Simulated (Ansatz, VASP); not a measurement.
**Two plane-wave programs on BaS**

```
CELL_PARAMETERS angstrom
0.00000 3.47130 3.47130
3.47130 0.00000 3.47130
3.47130 3.47130 0.00000
ATOMIC_POSITIONS crystal
Ba 0.00000 0.00000 0.00000
S 0.25000 0.25000 0.25000
```

Alike in both runs: task relaxation of cell and atoms; functional PBEsol; k mesh 6 × 6 × 6; occupations gaussian, width 0.02 eV; no spin polarisation.

|  | VASP | Ansatz |
| --- | --- | --- |
| version | VASP 6.6.1 | Ansatz 0.2.0 |
| potentials or method | VASP PAW PBE potentials, release 64 (Ba_sv, S), cutoff 600 eV | scalar-relativistic, plane waves, PAW |
| valence electrons in the cell | 16 | 16 |

```tsv
	VASP	Ansatz	Ansatz less VASP
gap on the k mesh at the Fermi level, each at its own relaxed structure (eV)	2.67	2.67	+0.002
relaxed volume (Å³/atom)	42.44	41.83	-0.615
relaxed cell length with the largest relative difference (Å)	4.933	4.909	-0.0240
```

VASP's potentials were made for PBE, not for PBEsol.

Spin-orbit coupling is off throughout.
